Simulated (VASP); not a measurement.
# S (Fm-3m) in VASP: a series of runs

S is run at these levels: PBEsol; tasks: single point.

All numbers are computed with VASP 6.6.1; they aren't measurements. Logs are shortened: lines on timing, memory, paths and dates and some standing lists are left out, and cuts for length are marked.

### 1 The cell of the first run

It takes space group Fm-3m (No. 225, cubic). Conventional cell: a = 3.108 Å, b = 3.108 Å, c = 3.108 Å, α = 90.00°, β = 90.00°, γ = 90.00°. Within 2.9 Å of S (site symmetry m-3m) lie 12 S at 2.20 Å.

This isn't the form of S at room conditions, which is orthorhombic, of S8 rings.

### 2 Single point, PBEsol (7.51 Å³/atom)

File INCAR:

```
SYSTEM = S
PREC     = Accurate       ! precision mode
ENCUT    = 500            ! plane-wave cutoff, eV
EDIFF    = 1E-6           ! SCF threshold, eV
ISMEAR   = -1             ! smearing method
SIGMA    = 0.08           ! smearing width, eV
LREAL    = .FALSE.        ! projectors in reciprocal space
LASPH    = .TRUE.         ! aspherical terms in the spheres
NELM     = 120            ! most SCF steps
ALGO     = Normal         ! electronic algorithm
ISIF     = 2              ! what is computed and relaxed
LWAVE    = .FALSE.        ! write WAVECAR
LCHARG   = .FALSE.        ! write CHGCAR
GGA      = PS             ! functional
NBANDS   = 9              ! bands
GGA_COMPAT= .FALSE.
```

File KPOINTS:

```
regular mesh
0
G
  20 20 20
  0 0 0
```

File POSCAR:

```
S
1.0
    0.0000000000      1.5541918291      1.5541918291
    1.5541918291      0.0000000000      1.5541918291
    1.5541918291      1.5541918291      0.0000000000
S
1
Direct
    0.0000000000      0.0000000000      0.0000000000
```

Potentials or basis: VASP PAW PBE potentials, release 64 (S).

On the command line:

```console
$ cat potpaw_PBE.64/S/POTCAR > POTCAR
$ mpirun -np 1 vasp_std > vasp.out
```

OUTCAR:

```text
SYSTEM = S
   PREC = Accurate
   ENCUT = 500
   EDIFF = 1E-6
   ISMEAR = -1
   LREAL = .FALSE.
   LASPH = .TRUE.
   NELM = 120
   ISIF = 2
   GGA = PS

 ion  position               nearest neighbor table
   1  0.000  0.000  0.000-

  LATTYP: Found a face centered cubic cell.
 ALAT       =     3.1083836582

  Lattice vectors:

 A1 = (   0.0000000000,   1.5541918291,   1.5541918291)
 A2 = (   1.5541918291,   0.0000000000,   1.5541918291)
 A3 = (   1.5541918291,   1.5541918291,   0.0000000000)

Analysis of symmetry for initial positions (statically):
=====================================================================
 Subroutine PRICEL returns:
 Original cell was already a primitive cell.

 Routine SETGRP: Setting up the symmetry group for a
 face centered cubic supercell.

 Subroutine GETGRP returns: Found 48 space group operations
 (whereof 48 operations were pure point group operations)
 out of a pool of 48 trial point group operations.

The static configuration has the point symmetry O_h .

Analysis of symmetry for dynamics (positions and initial velocities):
=====================================================================
 Subroutine PRICEL returns:
 Original cell was already a primitive cell.

 Routine SETGRP: Setting up the symmetry group for a
 face centered cubic supercell.

 Subroutine GETGRP returns: Found 48 space group operations
 (whereof 48 operations were pure point group operations)
 out of a pool of 48 trial point group operations.

The dynamic configuration has the point symmetry O_h .

 Subroutine INISYM returns: Found 48 space group operations
 (whereof 48 operations are pure point group operations),
 and found     1 'primitive' translations

----------------------------------------------------------------------------------------

                                     Primitive cell

  volume of cell :       7.5083

  direct lattice vectors                    reciprocal lattice vectors
     0.000000000  1.554191829  1.554191829    -0.321710609  0.321710609  0.321710609
     1.554191829  0.000000000  1.554191829     0.321710609 -0.321710609  0.321710609
     1.554191829  1.554191829  0.000000000     0.321710609  0.321710609 -0.321710609

  length of vectors
     2.197959163  2.197959163  2.197959163     0.557219120  0.557219120  0.557219120

[... 77 lines left out ...]
   NELM   =    120;   NELMIN=  2; NELMDL= -5     # of ELM steps
   EDIFF  = 0.1E-05   stopping-criterion for ELM
   LREAL  =      F    real-space projection
   EDIFFG = 0.1E-04   stopping-criterion for IOM
   NSW    =      0    number of steps for IOM
   IBRION =     -1    ionic relax: 0-MD 1-quasi-New 2-CG
   NFREE  =      0    steps in history (QN), initial steepest desc. (CG)
   ISIF   =      2    stress and relaxation
   ISYM   =      2    0-nonsym 1-usesym 2-fastsym
   POTIM  = 0.5000    time-step for ionic-motion
   TEBEG  =    0.0;   TEEND  =   0.0 temperature during run
   PSTRESS=    0.0 pullay stress
   NELECT =       6.0000    total number of electrons
   NUPDOWN=      -1.0000    fix difference up-down
   EMIN   =  10.00;   EMAX   =-10.00  energy-range for DOS
   EFERMI =   0.00;   METHOD = LEGACY
   ISMEAR =    -1;   SIGMA  =   0.08  broadening in eV -4-tet -1-fermi 0-gaus
   EFERMI_NEDOS =   21; number of points for ismear=-14 and -15
   IALGO  =     38    algorithm
   IMIX   =      4    mixing-type and parameters
     AMIX     =   0.40;   BMIX     =  1.00
     AMIX_MAG =   1.60;   BMIX_MAG =  1.00
  volume/ion in A,a.u.               =       7.51        50.67
  Fermi-wavevector in a.u.,A,eV,Ry     =   1.519185  2.870843 31.401194  2.307923
  Thomas-Fermi vector in A             =   2.628205
   LORBIT       =      0    0 simple, 1 ext, 2 COOP (PROOUT), +10 PAW based schemes
   GGA     = PS    functional components
   LHFCALC =     F    Hartree Fock is set to
   AEXX    =    0.0000 exact exchange contribution
   IVDW    =     0    specifies the selected vdW correction
   LEPSILON=     F    determine dielectric tensor
   LRPA    =     F    only Hartree local field effects (RPA)
 non-spin polarized calculation
  energy-cutoff  :      500.00
  volume of cell :        7.51
 maximum number of plane-waves:       200
   NGX =  9   NGY =  9   NGZ =  9

 number of electron       5.9999998 magnetization

 Free energy of the ion-electron system (eV)
  ---------------------------------------------------
  ext. energy  EPLUGINS =         0.00000000
  ---------------------------------------------------
  free energy    TOTEN  =        -0.01735403 eV

  energy without entropy =       -0.01019595  energy(sigma->0) =       -0.01377499

 E-fermi :  22.1406     XC(G=0): -14.9943

 val. band max:       22.1324533329   @ k =   0.5000   0.3000   0.0000
 cond. band min:      22.1448163189   @ k =   0.3500   0.2500   0.0500
 fundamental gap:      0.0123629860
 Fermi energy:        22.1405779157

 k-point     1 :       0.0000    0.0000    0.0000
  band No.  band energies     occupation
      1      -5.4387      2.00000
      2      31.9968      0.00000
      3      31.9968      0.00000
      4      31.9968      0.00000
      5      34.4449      0.00000
      6      34.4449      0.00000
      7      34.4449      0.00000
      8      43.6997      0.00000
      9      44.7573      0.00000
[... 265 lines left out ...]
 k-point    24 :      -0.3500    0.0500    0.0000
  band No.  band energies     occupation
      1       0.4778      2.00000
      2      11.6955      2.00000
      3      26.6102      0.00000
      4      28.9394      0.00000
      5      33.7526      0.00000
      6      34.5835      0.00000
      7      37.1260      0.00000
      8      43.9085      0.00000
      9      47.4518      0.00000

 [... further k-points ...]

------------------------ aborting loop because EDIFF is reached ----------------------------------------

  FORCE on cell =-STRESS in cart. coord.  units (eV):
  Direction    XX          YY          ZZ          XY          YZ          ZX
  --------------------------------------------------------------------------------------
  -------------------------------------------------------------------------------------
  Total       11.7604944     11.7604944     11.7604944     -0.0000000      0.0000000     -0.0000000
  in kB     2509.5294822   2509.5294822   2509.5294822     -0.0000000      0.0000000     -0.0000000
  external PRESSURE =    2509.5294822 kB  Pullay stress =       0.0000000 kB

 VOLUME and BASIS-vectors are now :
 -----------------------------------------------------------------------------
  energy-cutoff  :      500.00
  volume of cell :        7.51
      direct lattice vectors                 reciprocal lattice vectors
     0.000000000  1.554191829  1.554191829    -0.321710609  0.321710609  0.321710609
     1.554191829  0.000000000  1.554191829     0.321710609 -0.321710609  0.321710609
     1.554191829  1.554191829  0.000000000     0.321710609  0.321710609 -0.321710609

 POSITION                                       TOTAL-FORCE (eV/Angst)
 -----------------------------------------------------------------------------------
      0.00000      0.00000      0.00000         0.000000      0.000000      0.000000
 -----------------------------------------------------------------------------------
    total drift:                               -0.000000     -0.000000     -0.000000

  FREE ENERGIE OF THE ION-ELECTRON SYSTEM (eV)
  ---------------------------------------------------
  free  energy   TOTEN  =        -0.0173540324 eV

  energy  without entropy=       -0.0101959459  energy(sigma->0) =       -0.01377499
```

Run time: 3 s. Hardware: 1 thread of Intel Xeon 6975P-C (Granite Rapids), shared host; peak memory 0.12 GiB.

Results:

| Property | Result |
| --- | --- |
| Free energy | -0.0174 eV |
| Pressure | 251.0 GPa |
| Band gap on the k mesh | zero (bands 3 and 4 overlap by 17.96 eV) |

Caveat: the cell stands under pressure; the PAW data sets were made with another functional, which shifts forces and pressure a little.

### 3 Single point, PBEsol

This run uses another cell than the first one, of 7.53 Å³/atom.

File INCAR:

```
SYSTEM = S
PREC     = Accurate       ! precision mode
ENCUT    = 500            ! plane-wave cutoff, eV
EDIFF    = 1E-6           ! SCF threshold, eV
ISMEAR   = -1             ! smearing method
SIGMA    = 0.08           ! smearing width, eV
LREAL    = .False.        ! projectors in reciprocal space
LASPH    = .True.         ! aspherical terms in the spheres
NELM     = 120            ! most SCF steps
ALGO     = Normal         ! electronic algorithm
ISIF     = 2              ! what is computed and relaxed
LWAVE    = .False.        ! write WAVECAR
LCHARG   = .False.        ! write CHGCAR
GGA      = PS             ! functional
NBANDS   = 9              ! bands
GGA_COMPAT= .False.
```

File KPOINTS:

```
regular mesh
0
Gamma
  20 20 20
  0 0 0
```

File POSCAR:

```
S
1.0
    0.0000000000      1.5555466964      1.5555466964
    1.5555466964      0.0000000000      1.5555466964
    1.5555466964      1.5555466964      0.0000000000
S
1
Direct
    0.0000000000      0.0000000000      0.0000000000
```

Potentials or basis: VASP PAW PBE potentials, release 64 (S).

On the command line:

```console
$ cat potpaw_PBE.64/S/POTCAR > POTCAR
$ mpirun -np 1 vasp_std > vasp.out
```

OUTCAR:

```text
SYSTEM = S
   PREC = Accurate
   ENCUT = 500
   EDIFF = 1E-6
   ISMEAR = -1
   LREAL = .False.
   LASPH = .True.
   NELM = 120
   ISIF = 2
   GGA = PS

 ion  position               nearest neighbor table
   1  0.000  0.000  0.000-

  LATTYP: Found a face centered cubic cell.
 ALAT       =     3.1110933928

  Lattice vectors:

 A1 = (   0.0000000000,   1.5555466964,   1.5555466964)
 A2 = (   1.5555466964,   0.0000000000,   1.5555466964)
[... 465 lines left out ...]
      8      43.8262      0.00000
      9      47.3529      0.00000

 [... further k-points ...]

------------------------ aborting loop because EDIFF is reached ----------------------------------------

  FORCE on cell =-STRESS in cart. coord.  units (eV):
  Direction    XX          YY          ZZ          XY          YZ          ZX
  --------------------------------------------------------------------------------------
  -------------------------------------------------------------------------------------
  Total       11.6891809     11.6891809     11.6891809      0.0000000     -0.0000000      0.0000000
  in kB     2487.8002457   2487.8002457   2487.8002457      0.0000000     -0.0000000      0.0000000
  external PRESSURE =    2487.8002457 kB  Pullay stress =       0.0000000 kB

 VOLUME and BASIS-vectors are now :
 -----------------------------------------------------------------------------
  energy-cutoff  :      500.00
  volume of cell :        7.53
      direct lattice vectors                 reciprocal lattice vectors
     0.000000000  1.555546696  1.555546696    -0.321430402  0.321430402  0.321430402
     1.555546696  0.000000000  1.555546696     0.321430402 -0.321430402  0.321430402
     1.555546696  1.555546696  0.000000000     0.321430402  0.321430402 -0.321430402

 POSITION                                       TOTAL-FORCE (eV/Angst)
 -----------------------------------------------------------------------------------
      0.00000      0.00000      0.00000         0.000000      0.000000     -0.000000
 -----------------------------------------------------------------------------------
    total drift:                               -0.000000     -0.000000     -0.000000

  FREE ENERGIE OF THE ION-ELECTRON SYSTEM (eV)
  ---------------------------------------------------
  free  energy   TOTEN  =        -0.0480325040 eV

  energy  without entropy=       -0.0408965058  energy(sigma->0) =       -0.04446450
```

OSZICAR:

```text
N       E                     dE             d eps       ncg     rms          rms(c)
DAV:   1     0.812484043654E+01    0.81248E+01   -0.34576E+03  5313   0.584E+02
DAV:   2     0.646510651285E-01   -0.80602E+01   -0.75612E+01  6777   0.779E+01
DAV:   3    -0.530743138046E-01   -0.11773E+00   -0.11728E+00  5281   0.718E+00
DAV:   4    -0.531969110564E-01   -0.12260E-03   -0.12259E-03  6002   0.260E-01
DAV:   5    -0.531969399577E-01   -0.28901E-07   -0.30877E-07  5299   0.343E-03    0.347E+01
DAV:   6    -0.496934431548E-01    0.35035E-02   -0.84774E-04  5093   0.200E-01    0.208E+01
DAV:   7    -0.480328667870E-01    0.16606E-02   -0.17933E-03  4853   0.296E-01    0.102E-01
DAV:   8    -0.480319874912E-01    0.87930E-06   -0.15942E-05  5109   0.351E-02    0.508E-02
DAV:   9    -0.480325040260E-01   -0.51653E-06   -0.32866E-06  5004   0.113E-02
   1 F= -.48032504E-01 E0= -.44464505E-01  d E =-.713600E-02
```

stdout:

```text
POSCAR found type information on POSCAR S
 POSCAR found :  1 types and       1 ions
 scaLAPACK will be used
 -----------------------------------------------------------------------------
|                                                                             |
|                                                                             |
|     You enforced a specific xc type in the INCAR file but a different       |
|     I HOPE YOU KNOW WHAT YOU ARE DOING!                                     |
|                                                                             |
 -----------------------------------------------------------------------------

 LDA part: xc-table for (Slater+PW92), standard interpolation
 POSCAR, INCAR and KPOINTS ok, starting setup
 FFT: planning ... GRIDC
 FFT: planning ... GRID_SOFT
 FFT: planning ... GRID
 WAVECAR not read
 entering main loop
```

Run time: 3 s. Hardware: 1 thread of Intel Xeon 6975P-C (Granite Rapids), shared host; peak memory 0.12 GiB.

What came out:

| Item | Value |
| --- | --- |
| Free energy | -0.0480 eV |
| Pressure | 248.8 GPa |
| Band gap on the k mesh | zero (bands 3 and 4 overlap by 17.89 eV) |

Levels at points of the mesh, in eV from the Fermi level:
| k point | band 1 | band 2 | band 3 | band 4 | band 5 | band 6 | band 7 | band 8 |
| --- | --- | --- | --- | --- | --- | --- | --- | --- |
| (0.00, 0.00, 0.00) | -27.53 | 9.82 | 9.82 | 9.82 | 12.30 | 12.30 | 12.30 | 21.55 |
| (0.50, 0.00, 0.00) | -17.21 | -16.39 | 6.11 | 6.11 | 10.79 | 10.79 | 14.66 | 19.39 |
| (0.50, 0.50, 0.00) | -14.09 | -12.46 | -1.51 | -1.51 | 1.06 | 4.95 | 31.73 | 34.36 |

Caveat: the cell stands under pressure; the PAW data sets were made with another functional, which shifts forces and pressure a little.
